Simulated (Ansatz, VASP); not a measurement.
# One calculation of Mg7Cl, two programs

```xyz
8
Lattice="0.0000 4.5188 4.5188 4.5188 0.0000 4.5188 4.5188 4.5188 0.0000" Properties=species:S:1:pos:R:3 pbc="T T T"
Mg    0.0000    2.2594    2.2594
Mg    4.5188    2.2594    2.2594
Mg    2.2594    0.0000    2.2594
Mg    2.2594    4.5188    2.2594
Mg    2.2594    2.2594    0.0000
Mg    2.2594    2.2594    4.5188
Mg    4.5188    4.5188    4.5188
Cl    0.0000    0.0000    0.0000
```

Change from the starting cell: species swapped into the MgPt7 type (Fm-3m, No. 225).

Alike in both runs: functional PBE; k mesh 4 × 4 × 4; occupations gaussian, width 0.1 eV; no spin polarisation.

Ansatz relaxed the structure, and its values are those at the end. VASP's run is a single point on that final structure, the one shown.

|  | VASP | Ansatz |
| --- | --- | --- |
| version | VASP 6.6.1 | Ansatz 0.2.0 |
| potentials or method | VASP PAW PBE potentials, release 64 (Mg, Cl), cutoff 520 eV | scalar-relativistic, plane waves, PAW |
| valence electrons in the cell | 21 | 77 |

VASP gave:

- gap on the k mesh at the Fermi level (eV): none
- pressure (GPa): 0.3

What did Ansatz give for the same quantities?

gap on the k mesh at the Fermi level (eV): none; pressure (GPa): 0.4.

A gap of «none» marks a metal or a gap that the smearing closes. With one functional, cell and mesh, what is left measures potentials, basis and numerics. VASP's potentials hold 21 valence electrons a cell and Ansatz's 77, so a difference there can come from the potentials and not from the codes.
